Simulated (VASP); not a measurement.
# HC2 in VASP: single point with PBEsol

Aim: the single point of HC2 with PBEsol.

Everything below comes from runs of VASP 6.6.1. Logs are shortened: lines on timing, memory, paths and dates and some standing lists are left out, and cuts for length are marked.

## Step 1: The cell of the first run

The cell holds a wire or tube with vacuum around it, 60 atoms: a = 21.800 Å, b = 21.800 Å, c = 2.513 Å, α = 90.00°, β = 90.00°, γ = 90.00°.

## Step 2: Single point, PBEsol

Input file INCAR:

```
PREC = Accurate
ENCUT = 520
EDIFF = 1E-6
ISMEAR = -1
SIGMA = 0.05
LREAL = Auto
LASPH = T
NELM = 100
ALGO = Normal
ISIF = 2
LWAVE = F
LCHARG = F
GGA = PS
NBANDS = 126
```

Input file KPOINTS:

```
Automatic mesh
0
Gamma
  1 1 8
```

Input file POSCAR:

```
HC2
1.0
   15.4149280000    -15.4149280000      0.0000000000
    0.0000000000      0.0000000000     21.8000000000
   -1.7769010000     -1.7769010000      0.0000000000
C H
40 20
Direct
    0.3852160000      0.3376490000      0.0002220000
    0.3849390000      0.5002750000      0.0013540000
    0.3782120000      0.6645570000      0.0013970000
    0.6149420000      0.3376950000      0.0022380000
    0.6151490000      0.5003180000      0.0010810000
    0.6218110000      0.6646080000      0.0010100000
    0.2687370000      0.5373920000      0.5016670000
    0.5000680000      0.3782040000      0.5011750000
    0.5000390000      0.5436820000      0.5012160000
    0.5000040000      0.7058340000      0.5012240000
    0.7313400000      0.5374800000      0.5008130000
    0.2692860000      0.4982320000      0.0017170000
    0.5000770000      0.3369450000      0.0011580000
    0.5000460000      0.5021470000      0.0012160000
    0.5000110000      0.6665830000      0.0012270000
    0.7308070000      0.4983200000      0.0007630000
    0.3846690000      0.3778660000      0.5002830000
    0.3844930000      0.5409390000      0.5013490000
    0.3669910000      0.7027140000      0.5014110000
    0.6154700000      0.3779120000      0.5021690000
    0.6155800000      0.5409820000      0.5010790000
    0.6330300000      0.7027650000      0.5009950000
    0.3283750000      0.4188490000      0.5021810000
    0.3252610000      0.5791110000      0.5014420000
    0.5573850000      0.4191420000      0.5019550000
    0.5589420000      0.5844220000      0.5010930000
    0.3271360000      0.4586130000      0.0019790000
    0.3249240000      0.6183160000      0.0014270000
    0.5578650000      0.2982660000      0.9430850000
    0.5574350000      0.4601800000      0.0016520000
    0.5596060000      0.6259520000      0.0011040000
    0.4427360000      0.4191210000      0.5004500000
    0.4411150000      0.5843990000      0.5013370000
    0.6717480000      0.4189150000      0.5002960000
    0.6747980000      0.5791790000      0.5010070000
    0.4423100000      0.2982410000      0.0592230000
    0.4426710000      0.4601580000      0.0007670000
    0.4404310000      0.6259270000      0.0013240000
    0.6729700000      0.4586800000      0.0004950000
    0.6751160000      0.6183840000      0.0010200000
    0.3430410000      0.3090250000      0.0013750000
    0.6571300000      0.3090920000      0.0010570000
    0.2274490000      0.5672820000      0.5017140000
    0.4608740000      0.7368840000      0.5011590000
    0.5391150000      0.7369110000      0.5013090000
    0.7726170000      0.5673850000      0.5007810000
    0.2288850000      0.4671630000      0.0016500000
    0.7712200000      0.4672670000      0.0008390000
    0.3175170000      0.7150000000      0.5013980000
    0.3901810000      0.7474500000      0.5014450000
    0.6098570000      0.7475080000      0.5009300000
    0.6825080000      0.7150310000      0.5010270000
    0.2867000000      0.3892240000      0.5020810000
    0.2818220000      0.6457110000      0.0013910000
    0.5576490000      0.2855760000      0.5417440000
    0.5576050000      0.2502550000      0.0889500000
    0.7134340000      0.3893050000      0.5003980000
    0.4425660000      0.2502340000      0.9132510000
    0.4425410000      0.2855240000      0.4605000000
    0.7182050000      0.6458000000      0.0010970000
```

Potentials or basis: VASP PAW PBE potentials, release 64 (C, H).

Run with:

```
$ cat potpaw_PBE.64/C/POTCAR potpaw_PBE.64/H/POTCAR > POTCAR
$ mpirun -np 1 vasp_std > vasp.out
```

OUTCAR:

```text
PREC = Accurate
   ENCUT = 520
   EDIFF = 1E-6
   ISMEAR = -1
   LREAL = Auto
   LASPH = T
   NELM = 100
   ISIF = 2
   GGA = PS

 ion  position               nearest neighbor table
   1  0.385  0.338  0.000-  41 1.11  36 1.52  17 1.53  17 1.53
   2  0.385  0.500  0.001-  37 1.53  18 1.54  18 1.54  27 1.55
   3  0.378  0.665  0.001-  19 1.53  19 1.53  28 1.54  38 1.60
   4  0.615  0.338  0.002-  42 1.11  29 1.52  20 1.53  20 1.53
   5  0.615  0.500  0.001-  30 1.53  21 1.54  21 1.54  39 1.55
   6  0.622  0.665  0.001-  22 1.53  22 1.53  40 1.54  31 1.60
[... 32 lines left out ...]
  39  0.673  0.459  0.000-  34 1.53  34 1.53  16 1.53   5 1.55
  40  0.675  0.618  0.001-  60 1.11  35 1.52  35 1.52   6 1.54
  41  0.343  0.309  0.001-   1 1.11
  42  0.657  0.309  0.001-   4 1.11
  43  0.227  0.567  0.502-   7 1.11
  44  0.461  0.737  0.501-  10 1.09
  45  0.539  0.737  0.501-  10 1.09
  46  0.773  0.567  0.501-  11 1.11
[... 12 lines left out ...]
  59  0.443  0.286  0.461-  36 1.05
  60  0.718  0.646  0.001-  40 1.11

  LATTYP: Found a simple tetragonal cell.
 ALAT       =    21.8000002406
 C/A-ratio  =     0.1152714434

  Lattice vectors:

 A1 = (  15.4149280000, -15.4149280000,   0.0000000000)
 A2 = (   0.0000000000,   0.0000000000,  21.8000000000)
 A3 = (  -1.7769010000,  -1.7769010000,   0.0000000000)

Analysis of symmetry for initial positions (statically):
=====================================================================
 Subroutine PRICEL returns:
 Original cell was already a primitive cell.

 Routine SETGRP: Setting up the symmetry group for a
 simple tetragonal supercell.

 Subroutine GETGRP returns: Found  1 space group operations
 (whereof  1 operations were pure point group operations)
 out of a pool of 16 trial point group operations.

The static configuration has the point symmetry C_1 .

Analysis of symmetry for dynamics (positions and initial velocities):
=====================================================================
 Subroutine PRICEL returns:
 Original cell was already a primitive cell.

 Routine SETGRP: Setting up the symmetry group for a
 simple tetragonal supercell.

 Subroutine GETGRP returns: Found  1 space group operations
 (whereof  1 operations were pure point group operations)
 out of a pool of 16 trial point group operations.

The dynamic configuration has the point symmetry C_1 .

 Subroutine INISYM returns: Found  1 space group operations
 (whereof  1 operations are pure point group operations),
 and found     1 'primitive' translations

----------------------------------------------------------------------------------------

                                     Primitive cell

  volume of cell :    1194.2389

  direct lattice vectors                    reciprocal lattice vectors
    15.414928000-15.414928000  0.000000000     0.032436091 -0.032436091  0.000000000
     0.000000000  0.000000000 21.800000000     0.000000000  0.000000000  0.045871560
    -1.776901000 -1.776901000  0.000000000    -0.281388777 -0.281388777  0.000000000

  length of vectors
    21.800000241 21.800000000  2.512917493     0.045871559  0.045871560  0.397943825

  position of ions in fractional coordinates (direct lattice)
     0.385216000  0.337649000  0.000222000
     0.384939000  0.500275000  0.001354000
     0.378212000  0.664557000  0.001397000
     0.614942000  0.337695000  0.002238000
     0.615149000  0.500318000  0.001081000
     0.621811000  0.664608000  0.001010000
[... 52 lines left out ...]
     0.442541000  0.285524000  0.460500000
     0.718205000  0.645800000  0.001097000

  ion indices of the primitive-cell ions
   primitive index   ion index
                 1           1
                 2           2
                 3           3
                 4           4
                 5           5
                 6           6
[... 52 lines left out ...]
                59          59
                60          60

----------------------------------------------------------------------------------------

 KPOINTS: Automatic mesh

Automatic generation of k-mesh.
 Grid dimensions read from file:
 generate k-points for:    1    1    8

 Generating k-lattice:

  Cartesian coordinates                     Fractional coordinates (reciprocal lattice)
     0.032436091 -0.032436091  0.000000000     1.000000000  0.000000000  0.000000000
     0.000000000  0.000000000  0.045871560     0.000000000  1.000000000  0.000000000
    -0.035173597 -0.035173597  0.000000000     0.000000000  0.000000000  0.125000000

  Length of vectors
     0.045871559  0.045871560  0.049742978

  Shift w.r.t. Gamma in fractional coordinates (k-lattice)
     0.000000000  0.000000000  0.000000000

 Subroutine IBZKPT returns following result:
 ===========================================

 Found      5 irreducible k-points:

 Following reciprocal coordinates:
            Coordinates               Weight
  0.000000  0.000000  0.000000      1.000000
  0.000000  0.000000  0.125000      2.000000
  0.000000  0.000000  0.250000      2.000000
  0.000000  0.000000  0.375000      2.000000
  0.000000  0.000000  0.500000      1.000000
   k-points           NKPTS =      5   k-points in BZ     NKDIM =      5   number of bands    NBANDS=    126
   number of dos      NEDOS =    301   number of ions     NIONS =     60
   total plane-waves  NPLWV = 524880
   dimension x,y,z NGX =   162 NGY =  162 NGZ =   20
   dimension x,y,z NGXF=   324 NGYF=  324 NGZF=   40
   ions per type =              40  20
   NGX,Y,Z   is equivalent  to a cutoff of  12.35, 12.35, 13.23 a.u.
   NGXF,Y,Z  is equivalent  to a cutoff of  24.71, 24.71, 26.46 a.u.
 SYSTEM =  unknown system
   PREC   = accura    normal or accurate (medium, high low for compatibility)
   ISTART =      0    job   : 0-new  1-cont  2-samecut
   ICHARG =      2    charge: 1-file 2-atom 10-const
   ISPIN  =      1    spin polarized calculation?
   LNONCOLLINEAR =      F non collinear calculations
   LSORBIT =      F    spin-orbit coupling
   LASPH  =      T    aspherical Exc in radial PAW
   ENCUT  =  520.0 eV  38.22 Ry    6.18 a.u.  40.53 40.53  4.67*2*pi/ulx,y,z
   NELM   =    100;   NELMIN=  2; NELMDL= -5     # of ELM steps
   EDIFF  = 0.1E-05   stopping-criterion for ELM
   LREAL  =      T    real-space projection
   EDIFFG = 0.1E-04   stopping-criterion for IOM
   NSW    =      0    number of steps for IOM
   IBRION =     -1    ionic relax: 0-MD 1-quasi-New 2-CG
   NFREE  =      0    steps in history (QN), initial steepest desc. (CG)
   ISIF   =      2    stress and relaxation
   ISYM   =      2    0-nonsym 1-usesym 2-fastsym
   POTIM  = 0.5000    time-step for ionic-motion
   TEBEG  =    0.0;   TEEND  =   0.0 temperature during run
   PSTRESS=    0.0 pullay stress
   NELECT =     180.0000    total number of electrons
   NUPDOWN=      -1.0000    fix difference up-down
   EMIN   =  10.00;   EMAX   =-10.00  energy-range for DOS
   EFERMI =   0.00;   METHOD = LEGACY
   ISMEAR =    -1;   SIGMA  =   0.05  broadening in eV -4-tet -1-fermi 0-gaus
   EFERMI_NEDOS =   21; number of points for ismear=-14 and -15
   IALGO  =     38    algorithm
   IMIX   =      4    mixing-type and parameters
     AMIX     =   0.40;   BMIX     =  1.00
     AMIX_MAG =   1.60;   BMIX_MAG =  1.00
  volume/ion in A,a.u.               =      19.90       134.32
  Fermi-wavevector in a.u.,A,eV,Ry     =   0.871235  1.646395 10.327505  0.759050
  Thomas-Fermi vector in A             =   1.990314
   LORBIT       =      0    0 simple, 1 ext, 2 COOP (PROOUT), +10 PAW based schemes
   GGA     = PS    functional components
   LHFCALC =     F    Hartree Fock is set to
   AEXX    =    0.0000 exact exchange contribution
   IVDW    =     0    specifies the selected vdW correction
   LEPSILON=     F    determine dielectric tensor
   LRPA    =     F    only Hartree local field effects (RPA)
 non-spin polarized calculation
  energy-cutoff  :      520.00
  volume of cell :     1194.24
 maximum number of plane-waves:     32249
 NGX is ok and might be reduce to   162
   NGX = 81   NGY = 81   NGZ =  9

 number of electron     180.0000015 magnetization

 Free energy of the ion-electron system (eV)
  ---------------------------------------------------
  ext. energy  EPLUGINS =         0.00000000
  ---------------------------------------------------
  free energy    TOTEN  =      -451.53584451 eV

  energy without entropy =     -451.53584451  energy(sigma->0) =     -451.53584451

 E-fermi :   0.7566     XC(G=0):  -3.7740

 val. band max:       -0.3576487070   @ k =   0.0000   0.0000   0.0000
 cond. band min:       1.8409259539   @ k =   0.0000   0.0000   0.0000
 fundamental gap:      2.1985746610
 Fermi energy:         0.7566000012

 k-point     1 :       0.0000    0.0000    0.0000
  band No.  band energies     occupation
      1     -21.5706      2.00000
      2     -20.9950      2.00000
      3     -20.7451      2.00000
      4     -19.9828      2.00000
      5     -19.9510      2.00000
      6     -19.5459      2.00000
[... 94 lines left out ...]
    101       3.1292      0.00000
    102       3.2259      0.00000

 k-point     2 :       0.0000    0.0000    0.1250
  band No.  band energies     occupation
      1     -21.2806      2.00000
      2     -20.7072      2.00000
      3     -20.4575      2.00000
      4     -19.6981      2.00000
      5     -19.6671      2.00000
      6     -19.2631      2.00000
[... 94 lines left out ...]
    101       3.4365      0.00000
    102       3.5558      0.00000

 k-point     3 :       0.0000    0.0000    0.2500
  band No.  band energies     occupation
      1     -20.4163      2.00000
      2     -19.8495      2.00000
      3     -19.6014      2.00000
      4     -18.8503      2.00000
      5     -18.8227      2.00000
      6     -18.4249      2.00000
[... 94 lines left out ...]
    101       4.3121      0.00000
    102       4.3604      0.00000

 k-point     4 :       0.0000    0.0000    0.3750
  band No.  band energies     occupation
      1     -18.9992      2.00000
      2     -18.4440      2.00000
      3     -18.2072      2.00000
      4     -17.4649      2.00000
      5     -17.4503      2.00000
      6     -17.0881      2.00000
[... 94 lines left out ...]
    101       5.0682      0.00000
    102       5.2171      0.00000

 k-point     5 :       0.0000    0.0000    0.5000
  band No.  band energies     occupation
      1     -17.1005      2.00000
      2     -17.0945      2.00000
      3     -16.5730      2.00000
      4     -16.5576      2.00000
      5     -16.4853      2.00000
      6     -16.3348      2.00000
[... 94 lines left out ...]
    101       5.5735      0.00000
    102       5.7062      0.00000
 [bands above 102 left out]

------------------------ aborting loop because EDIFF is reached ----------------------------------------

  FORCE on cell =-STRESS in cart. coord.  units (eV):
  Direction    XX          YY          ZZ          XY          YZ          ZX
  --------------------------------------------------------------------------------------
  -------------------------------------------------------------------------------------
  Total       13.4404642     13.4219698      1.2232386     12.2249024     -0.0056013      0.0050904
  in kB       18.0315736     18.0067618      1.6410830     16.4007898     -0.0075146      0.0068293
  external PRESSURE =      12.5598061 kB  Pullay stress =       0.0000000 kB

 VOLUME and BASIS-vectors are now :
 -----------------------------------------------------------------------------
  energy-cutoff  :      520.00
  volume of cell :     1194.24
      direct lattice vectors                 reciprocal lattice vectors
    15.414928000-15.414928000  0.000000000     0.032436091 -0.032436091  0.000000000
     0.000000000  0.000000000 21.800000000     0.000000000  0.000000000  0.045871560
    -1.776901000 -1.776901000  0.000000000    -0.281388777 -0.281388777  0.000000000

 POSITION                                       TOTAL-FORCE (eV/Angst)
 -----------------------------------------------------------------------------------
      5.93768     -5.93847      7.36075        -0.002469      0.010758      0.006786
      5.93140     -5.93621     10.90600         0.009306     -0.004875     -0.003331
      5.82763     -5.83259     14.48734         0.017852     -0.013944     -0.003081
      9.47531     -9.48326      7.36175         0.001785     -0.007456      0.003916
      9.48056     -9.48440     10.90693        -0.005869      0.005316     -0.004306
      9.58338     -9.58697     14.48845        -0.014038      0.018950     -0.006405
[... 52 lines left out ...]
      6.00347     -7.64000      6.22442        -0.021417     -0.023879     -0.012745
     11.06913    -11.07303     14.07844         0.022972     -0.022727      0.018909
 -----------------------------------------------------------------------------------
    total drift:                                0.021545      0.021898      0.072278

  FREE ENERGIE OF THE ION-ELECTRON SYSTEM (eV)
  ---------------------------------------------------
  free  energy   TOTEN  =      -451.5358445062 eV

  energy  without entropy=     -451.5358445060  energy(sigma->0) =     -451.53584451
```

Run time: 68 min. Hardware: 1 thread of Oxide Virtual Turin-like, shared host; peak memory 1.2 GiB.

What came out:

```yaml
Free_energy: -451.5358 eV
Largest_force: 0.039 eV/Å
Band_gap_on_the_k_mesh: 2.20 eV
```

Forces on the atoms (eV/Å):
```
C   -0.002  0.011  0.007
C    0.009 -0.005 -0.003
C    0.018 -0.014 -0.003
C    0.002 -0.007  0.004
C   -0.006  0.005 -0.004
C   -0.014  0.019 -0.006
C   -0.002  0.009 -0.007
C    0.000 -0.002  0.002
C   -0.003  0.001  0.004
C    0.001  0.000  0.016
C    0.006  0.000 -0.009
C   -0.005  0.006  0.001
C    0.004  0.005 -0.002
C    0.000  0.000  0.015
C    0.000  0.001 -0.011
C    0.005 -0.004  0.002
C    0.008 -0.008 -0.005
C    0.005 -0.002  0.001
C    0.003 -0.003  0.011
C   -0.006  0.010 -0.005
C   -0.001  0.004  0.004
C   -0.004  0.001  0.011
C   -0.006  0.004  0.000
C   -0.008  0.005  0.002
C    0.009 -0.011 -0.001
C   -0.002 -0.003  0.007
C    0.004 -0.001  0.007
C   -0.008  0.007 -0.008
C   -0.015 -0.011 -0.011
C   -0.010  0.008  0.000
C    0.008 -0.013  0.008
C   -0.005  0.007 -0.003
C   -0.002 -0.004  0.006
C    0.005 -0.006  0.002
C    0.006 -0.007  0.003
C    0.009  0.012 -0.009
C    0.007 -0.009  0.000
C   -0.011  0.006  0.008
C    0.000  0.002  0.009
C    0.008 -0.006 -0.009
H   -0.023  0.021 -0.022
H    0.022 -0.022 -0.022
H   -0.022  0.021  0.020
H   -0.019  0.018  0.023
H    0.020 -0.020  0.023
H    0.021 -0.021  0.020
H   -0.021  0.021 -0.023
H    0.021 -0.021 -0.023
H   -0.026  0.025  0.009
H    0.009 -0.010  0.028
H   -0.012  0.011  0.029
H    0.025 -0.026  0.011
H   -0.023  0.022 -0.023
H   -0.023  0.022  0.020
H    0.021  0.023 -0.015
H   -0.007 -0.006 -0.035
H    0.022 -0.022 -0.023
H    0.006  0.004 -0.034
H   -0.021 -0.024 -0.013
H    0.023 -0.023  0.019
```

Levels at points of the mesh, in eV from the valence-band top:
```tsv
k point	band 86	band 87	band 88	band 89	band 90	band 91	band 92	band 93	band 94	band 95
(0.00, 0.00, 0.00)	-1.42	-1.32	-1.25	-0.59	0.00	2.20	2.36	2.36	2.53	2.64
(0.00, 0.00, 0.50)	-3.74	-3.73	-3.61	-3.47	-3.44	4.85	4.88	4.92	4.94	5.28
```

Caveat: the PAW data sets were made with another functional, which shifts forces and pressure a little.
